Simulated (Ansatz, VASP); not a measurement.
Co in VASP and in Ansatz

File INCAR:

```
SYSTEM = Co
ALGO     = Normal         ! electronic algorithm
EDIFF    = 1E-6           ! SCF threshold, eV
ENCUT    = 600            ! plane-wave cutoff, eV
GGA      = RP             ! functional
GGA_COMPAT= .False.      
ISIF     = 2              ! what is computed and relaxed
ISMEAR   = -1             ! smearing method
LASPH    = .True.         ! aspherical terms in the spheres
LCHARG   = .False.        ! write CHGCAR
LREAL    = .False.        ! projectors in reciprocal space
LWAVE    = .False.        ! write WAVECAR
NBANDS   = 10             ! bands
NELM     = 120            ! most SCF steps
PREC     = Accurate       ! precision mode
SIGMA    = 0.1            ! smearing width, eV
```

The input KPOINTS:

```
k-points
0
Gamma
  17 17 17
  0 0 0
```

POSCAR

```
Co
1.0
    0.0000000000      1.7657154757      1.7657154757
    1.7657154757      0.0000000000      1.7657154757
    1.7657154757      1.7657154757      0.0000000000
Co
1
Direct
    0.0000000000      0.0000000000      0.0000000000
```

Input for Ansatz:

```yaml
crystal:
  lattice:
    - [0.0, 1.7657154757, 1.7657154757]
    - [1.7657154757, 0.0, 1.7657154757]
    - [1.7657154757, 1.7657154757, 0.0]
  atoms:
    - { symbol: Co, position: [0.0, 0.0, 0.0] }
hamiltonian:
  xc: rpbe
  pseudopotentials:
    kind: paw
    azcp:
      Co: "pseudopotentials/Co.paw.azcp"
basis:
  ecutwfc: 420
  fft_grid_basis: typed
kpoints:
  mp_grid: { grid: [17, 17, 17], shift: [0, 0, 0] }
magnetization:
  spin_polarized: false
scf:
  occupations: { method: fermi_dirac, width: 0.1 }
  lower_state_search: "off"
output:
  stress: true
```

Alike in both runs: task single point; functional RPBE; k mesh 17 × 17 × 17; occupations fermi-dirac, width 0.1 eV; no spin polarisation.

|  | VASP | Ansatz |
| --- | --- | --- |
| version | VASP 6.6.1 | Ansatz 0.2.0 |
| potentials or method | VASP PAW PBE potentials, release 64 (Co), cutoff 600 eV | plane waves (420 eV) with PAW, scalar-relativistic |
| valence electrons in the cell | 9 | 17 |

|  | VASP | Ansatz | Ansatz less VASP |
| --- | --- | --- | --- |
| pressure (GPa) | -8.6 | -8.2 | +0.32 |

VASP's potentials were made for PBE, not for RPBE. VASP's potentials hold 9 valence electrons a cell and Ansatz's 17, so a difference there can come from the potentials and not from the codes.
